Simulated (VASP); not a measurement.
# ZnO2 (Pa-3) in VASP: relaxation of cell and atoms with r2SCAN

Aim: the relaxation of cell and atoms of ZnO2 with r2SCAN.

Program: VASP 6.6.1. These are calculated values, not measurements. Logs are shortened: lines on timing, memory, paths and dates and some standing lists are left out, and cuts for length are marked.

### 1 The cell of the first run

The structure is cubic, space group Pa-3 (No. 205). Conventional cell: a = 4.869 Å, b = 4.869 Å, c = 4.869 Å, α = 90.00°, β = 90.00°, γ = 90.00°. Within 2.8 Å of Zn (site symmetry -3) lie 6 O at 2.10 Å. O (site symmetry 3) has 1 O at 1.48 Å within 2.0 Å.

### 2 Relaxation of cell and atoms, r2SCAN

POSCAR

```
ZnO2
1.0
    4.8690756061      0.0000000000      0.0000000000
    0.0000000000      4.8690756061      0.0000000000
    0.0000000000      0.0000000000      4.8690756061
Zn O
4 8
Direct
    0.0000000000      0.5000000000      0.5000000000
    0.5000000000      0.5000000000      0.0000000000
    0.5000000000      0.0000000000      0.5000000000
    0.0000000000      0.0000000000      0.0000000000
    0.4121493816      0.0878506184      0.9121493816
    0.0878506184      0.9121493816      0.4121493816
    0.9121493816      0.4121493816      0.0878506184
    0.5878506184      0.5878506184      0.5878506184
    0.4121493816      0.4121493816      0.4121493816
    0.0878506184      0.5878506184      0.9121493816
    0.9121493816      0.0878506184      0.5878506184
    0.5878506184      0.9121493816      0.0878506184
```

INCAR.step1

```
SYSTEM = ZnO2
PREC = Accurate
ENCUT = 600
ISMEAR = 0
SIGMA = 0.02
LREAL = .False.
LASPH = .True.
NELM = 100
GGA = PE
ALGO = Normal
EDIFF = 1E-4
LWAVE = .True.
LCHARG = .False.
KPAR = 4
```

INCAR.step2

```
SYSTEM = ZnO2
PREC = Accurate
ENCUT = 600
EDIFF = 1E-7
ISMEAR = 0
SIGMA = 0.02
LREAL = .False.
LASPH = .True.
NELM = 100
ALGO = Normal
ISIF = 3
LWAVE = .False.
LCHARG = .False.
METAGGA = R2SCAN
LMIXTAU = .True.
IBRION = 2
NSW = 100
EDIFFG = -0.01
ISTART = 1
KPAR = 4
```

KPOINTS

```
regular mesh
0
Gamma
  6 6 6
  0 0 0
```

Potentials or basis: VASP PAW PBE potentials, release 64 (Zn, O).

Run with:

```
> cat potpaw_PBE.64/Zn/POTCAR potpaw_PBE.64/O/POTCAR > POTCAR
> cp INCAR.step1 INCAR
> mpirun -np 4 vasp_std > vasp.out
> cp INCAR.step2 INCAR
> mpirun -np 4 vasp_std > vasp.out
```

OUTCAR:

```text
SYSTEM = ZnO2
   PREC = Accurate
   ENCUT = 600
   EDIFF = 1E-7
   ISMEAR = 0
   LREAL = .False.
   LASPH = .True.
   NELM = 100
   ISIF = 3
   METAGGA = R2SCAN
   IBRION = 2
   NSW = 100
   EDIFFG = -0.01
   ISTART = 1

 ion  position               nearest neighbor table
   1  0.000  0.500  0.500-   6 2.10   7 2.10   8 2.10   9 2.10  10 2.10  11 2.10
   2  0.500  0.500  0.000-   5 2.10   7 2.10   8 2.10   9 2.10  10 2.10  12 2.10
   3  0.500  0.000  0.500-   5 2.10   6 2.10   8 2.10   9 2.10  11 2.10  12 2.10
   4  0.000  0.000  0.000-   5 2.10   6 2.10   7 2.10  10 2.10  11 2.10  12 2.10
   5  0.412  0.088  0.912-  12 1.48   3 2.10   4 2.10   2 2.10
   6  0.088  0.912  0.412-  11 1.48   3 2.10   4 2.10   1 2.10
   7  0.912  0.412  0.088-  10 1.48   2 2.10   4 2.10   1 2.10
   8  0.588  0.588  0.588-   9 1.48   2 2.10   3 2.10   1 2.10
   9  0.412  0.412  0.412-   8 1.48   2 2.10   3 2.10   1 2.10
  10  0.088  0.588  0.912-   7 1.48   2 2.10   4 2.10   1 2.10
  11  0.912  0.088  0.588-   6 1.48   3 2.10   4 2.10   1 2.10
  12  0.588  0.912  0.088-   5 1.48   3 2.10   4 2.10   2 2.10

  LATTYP: Found a simple cubic cell.
 ALAT       =     4.8690756061

  Lattice vectors:

 A1 = (   4.8690756061,   0.0000000000,   0.0000000000)
 A2 = (   0.0000000000,   4.8690756061,   0.0000000000)
 A3 = (   0.0000000000,   0.0000000000,   4.8690756061)

Analysis of symmetry for initial positions (statically):
=====================================================================
 Subroutine PRICEL returns:
 Original cell was already a primitive cell.

 Routine SETGRP: Setting up the symmetry group for a
 simple cubic supercell.

 Subroutine GETGRP returns: Found 24 space group operations
 (whereof  6 operations were pure point group operations)
 out of a pool of 48 trial point group operations.

The static configuration has the point symmetry S_6 .
 The point group associated with its full space group is T_h .

Analysis of symmetry for dynamics (positions and initial velocities):
=====================================================================
 Subroutine PRICEL returns:
 Original cell was already a primitive cell.

 Routine SETGRP: Setting up the symmetry group for a
 simple cubic supercell.

 Subroutine GETGRP returns: Found 24 space group operations
 (whereof  6 operations were pure point group operations)
 out of a pool of 48 trial point group operations.

The dynamic configuration has the point symmetry S_6 .
 The point group associated with its full space group is T_h .

 Subroutine INISYM returns: Found 24 space group operations
 (whereof  6 operations are pure point group operations),
 and found     1 'primitive' translations

----------------------------------------------------------------------------------------

                                     Primitive cell

  volume of cell :     115.4355

  direct lattice vectors                    reciprocal lattice vectors
     4.869075606  0.000000000  0.000000000     0.205377793  0.000000000  0.000000000
     0.000000000  4.869075606  0.000000000     0.000000000  0.205377793  0.000000000
     0.000000000  0.000000000  4.869075606     0.000000000  0.000000000  0.205377793

  length of vectors
     4.869075606  4.869075606  4.869075606     0.205377793  0.205377793  0.205377793

  position of ions in fractional coordinates (direct lattice)
     0.000000000  0.500000000  0.500000000
     0.500000000  0.500000000  0.000000000
     0.500000000  0.000000000  0.500000000
     0.000000000  0.000000000  0.000000000
     0.412149382  0.087850618  0.912149382
     0.087850618  0.912149382  0.412149382
     0.912149382  0.412149382  0.087850618
     0.587850618  0.587850618  0.587850618
     0.412149382  0.412149382  0.412149382
     0.087850618  0.587850618  0.912149382
     0.912149382  0.087850618  0.587850618
     0.587850618  0.912149382  0.087850618

  ion indices of the primitive-cell ions
   primitive index   ion index
                 1           1
                 2           2
                 3           3
                 4           4
                 5           5
                 6           6
                 7           7
                 8           8
                 9           9
                10          10
                11          11
                12          12

----------------------------------------------------------------------------------------

 KPOINTS: regular mesh

Automatic generation of k-mesh.
 Grid dimensions read from file:
 generate k-points for:    6    6    6

 Generating k-lattice:

  Cartesian coordinates                     Fractional coordinates (reciprocal lattice)
     0.034229632  0.000000000  0.000000000     0.166666667  0.000000000  0.000000000
     0.000000000  0.034229632  0.000000000     0.000000000  0.166666667  0.000000000
     0.000000000  0.000000000  0.034229632     0.000000000  0.000000000  0.166666667

  Length of vectors
     0.034229632  0.034229632  0.034229632

  Shift w.r.t. Gamma in fractional coordinates (k-lattice)
     0.000000000  0.000000000  0.000000000

 Subroutine IBZKPT returns following result:
 ===========================================

 Found     24 irreducible k-points:

 Following reciprocal coordinates:
            Coordinates               Weight
  0.000000  0.000000  0.000000      1.000000
  0.166667  0.000000  0.000000      6.000000
  0.333333  0.000000  0.000000      6.000000
  0.500000  0.000000  0.000000      3.000000
  0.166667  0.166667  0.000000     12.000000
  0.333333  0.166667  0.000000     12.000000
[... 16 lines left out ...]
  0.500000  0.500000  0.333333      6.000000
  0.500000  0.500000  0.500000      1.000000
   k-points           NKPTS =     24   k-points in BZ     NKDIM =     24   number of bands    NBANDS=     57
   number of dos      NEDOS =    301   number of ions     NIONS =     12
   total plane-waves  NPLWV =  64000
   dimension x,y,z NGX =    40 NGY =   40 NGZ =   40
   dimension x,y,z NGXF=    80 NGYF=   80 NGZF=   80
   ions per type =               4   8
   NGX,Y,Z   is equivalent  to a cutoff of  13.66, 13.66, 13.66 a.u.
   NGXF,Y,Z  is equivalent  to a cutoff of  27.31, 27.31, 27.31 a.u.
 SYSTEM =  ZnO2
   PREC   = accura    normal or accurate (medium, high low for compatibility)
   ISTART =      1    job   : 0-new  1-cont  2-samecut
   ICHARG =      0    charge: 1-file 2-atom 10-const
   ISPIN  =      1    spin polarized calculation?
   LNONCOLLINEAR =      F non collinear calculations
   LSORBIT =      F    spin-orbit coupling
   LASPH  =      T    aspherical Exc in radial PAW
   ENCUT  =  600.0 eV  44.10 Ry    6.64 a.u.   9.72  9.72  9.72*2*pi/ulx,y,z
   NELM   =    100;   NELMIN=  2; NELMDL=  0     # of ELM steps
   EDIFF  = 0.1E-06   stopping-criterion for ELM
   LREAL  =      F    real-space projection
   EDIFFG = -.1E-01   stopping-criterion for IOM
   NSW    =    100    number of steps for IOM
   IBRION =      2    ionic relax: 0-MD 1-quasi-New 2-CG
   NFREE  =      1    steps in history (QN), initial steepest desc. (CG)
   ISIF   =      3    stress and relaxation
   ISYM   =      2    0-nonsym 1-usesym 2-fastsym
   POTIM  = 0.5000    time-step for ionic-motion
   TEBEG  =    0.0;   TEEND  =   0.0 temperature during run
   PSTRESS=    0.0 pullay stress
   NELECT =      96.0000    total number of electrons
   NUPDOWN=      -1.0000    fix difference up-down
   EMIN   =  10.00;   EMAX   =-10.00  energy-range for DOS
   EFERMI =   0.00;   METHOD = LEGACY
   ISMEAR =     0;   SIGMA  =   0.02  broadening in eV -4-tet -1-fermi 0-gaus
   EFERMI_NEDOS =   21; number of points for ismear=-14 and -15
   IALGO  =     38    algorithm
   IMIX   =      4    mixing-type and parameters
     AMIX     =   0.40;   BMIX     =  1.00
     AMIX_MAG =   1.60;   BMIX_MAG =  1.00
  volume/ion in A,a.u.               =       9.62        64.92
  Fermi-wavevector in a.u.,A,eV,Ry     =   1.539520  2.909271 32.247473  2.370122
  Thomas-Fermi vector in A             =   2.645737
   LORBIT       =      0    0 simple, 1 ext, 2 COOP (PROOUT), +10 PAW based schemes
   METAGGA = R2SCAN    functional components
   LHFCALC =     F    Hartree Fock is set to
   AEXX    =    0.0000 exact exchange contribution
   IVDW    =     0    specifies the selected vdW correction
   LEPSILON=     F    determine dielectric tensor
   LRPA    =     F    only Hartree local field effects (RPA)
 conjugate gradient relaxation of ions
 non-spin polarized calculation
 Gauss-broadening in eV      SIGMA  =   0.02
  energy-cutoff  :      600.00
  volume of cell :      115.44
 maximum number of plane-waves:      3900
   NGX = 19   NGY = 19   NGZ = 19

--------------------------------------- Ionic step        1  -------------------------------------------

 number of electron      95.9999909 magnetization

 Free energy of the ion-electron system (eV)
  ---------------------------------------------------
  ext. energy  EPLUGINS =         0.00000000
  ---------------------------------------------------
  free energy    TOTEN  =       -94.22590328 eV

  energy without entropy =      -94.22590328  energy(sigma->0) =      -94.22590328

------------------------ aborting loop because EDIFF is reached ----------------------------------------

  FORCE on cell =-STRESS in cart. coord.  units (eV):
  Direction    XX          YY          ZZ          XY          YZ          ZX
  --------------------------------------------------------------------------------------
  -------------------------------------------------------------------------------------
  Total        0.9691437      0.9691437      0.9691437      0.0000000      0.0000000      0.0000000
  in kB       13.4511437     13.4511437     13.4511437      0.0000000      0.0000000      0.0000000
  external PRESSURE =      13.4511437 kB  Pullay stress =       0.0000000 kB
[... 169 lines left out ...]
  energy  without entropy=      -94.2309223615  energy(sigma->0) =      -94.23092236

--------------------------------------- Ionic step        5  -------------------------------------------

 number of electron      95.9999911 magnetization

 Free energy of the ion-electron system (eV)
  ---------------------------------------------------
  ext. energy  EPLUGINS =         0.00000000
  ---------------------------------------------------
  free energy    TOTEN  =       -94.23081469 eV

  energy without entropy =      -94.23081469  energy(sigma->0) =      -94.23081469

 E-fermi :   2.8932     XC(G=0): -12.4042

 val. band max:        2.7139849708   @ k =   0.0000   0.0000   0.0000
 cond. band min:       5.5291153008   @ k =   0.1667   0.1667   0.1667
 fundamental gap:      2.8151303300
 Fermi energy:         2.8932159472

 k-point     1 :       0.0000    0.0000    0.0000
  band No.  band energies     occupation
      1     -20.8150      2.00000
      2     -20.0587      2.00000
      3     -20.0587      2.00000
      4     -20.0587      2.00000
      5     -14.2666      2.00000
      6     -14.2666      2.00000
[... 1468 lines left out ...]
  FREE ENERGIE OF THE ION-ELECTRON SYSTEM (eV)
  ---------------------------------------------------
  free  energy   TOTEN  =       -94.2308146872 eV

  energy  without entropy=      -94.2308146872  energy(sigma->0) =      -94.23081469

 reached required accuracy - stopping structural energy minimisation
```

It took 23 min on 4 MPI ranks of Oxide Virtual Turin-like, shared host; peak memory 0.34 GiB.

What came out:

```
Free energy                           : -94.2308 eV
Relaxed volume                        : 9.68 Å³/atom
Relaxed cell                          : a = 4.880 Å, b = 4.880 Å, c = 4.880 Å, α = 90.00°, β = 90.00°, γ = 90.00°
Space group after relaxing (to 0.1 Å) : Pa-3 (No. 205)
Energy gained by relaxing             : 0.4 meV/atom
Ionic steps                           : 5
Pressure after relaxing               : 0.0 GPa
Band gap on the k mesh                : 2.82 eV (least direct gap 2.95 eV)
```

Forces on the atoms (eV/Å):
```
Zn   0.000  0.000  0.000
Zn   0.000  0.000  0.000
Zn   0.000  0.000  0.000
Zn   0.000  0.000  0.000
O   -0.002  0.002 -0.002
O    0.002 -0.002 -0.002
O   -0.002 -0.002  0.002
O    0.002  0.002  0.002
O   -0.002 -0.002 -0.002
O    0.002  0.002 -0.002
O   -0.002  0.002  0.002
O    0.002 -0.002  0.002
```

The path:
```
step  energy change (eV)  largest force (eV/Å)  pressure (GPa)  volume (Å³)
   1              0.0000                0.1987            1.35       115.44
   2              0.0059                0.3107           -1.32       116.79
   3             -0.0050                0.0107            0.27       115.97
   4             -0.0050                0.0232            0.20       116.00
   5             -0.0049                0.0029           -0.03       116.20
```

Final structure:
```cif
data_structure
_symmetry_space_group_name_H-M 'P 1'
_symmetry_Int_Tables_number 1
_cell_length_a 4.8798
_cell_length_b 4.8798
_cell_length_c 4.8798
_cell_angle_alpha 90.000
_cell_angle_beta 90.000
_cell_angle_gamma 90.000
_cell_volume 116.20
loop_
_atom_site_label
_atom_site_type_symbol
_atom_site_fract_x
_atom_site_fract_y
_atom_site_fract_z
_atom_site_occupancy
Zn1 Zn 0.00000 0.50000 0.50000 1
Zn2 Zn 0.50000 0.50000 0.00000 1
Zn3 Zn 0.50000 0.00000 0.50000 1
Zn4 Zn 0.00000 0.00000 0.00000 1
O1 O 0.41177 0.08823 0.91177 1
O2 O 0.08823 0.91177 0.41177 1
O3 O 0.91177 0.41177 0.08823 1
O4 O 0.58823 0.58823 0.58823 1
O5 O 0.41177 0.41177 0.41177 1
O6 O 0.08823 0.58823 0.91177 1
O7 O 0.91177 0.08823 0.58823 1
O8 O 0.58823 0.91177 0.08823 1
```

Caveat: the PAW data sets were made with another functional, which shifts forces and pressure a little. A k mesh can miss the band edges.
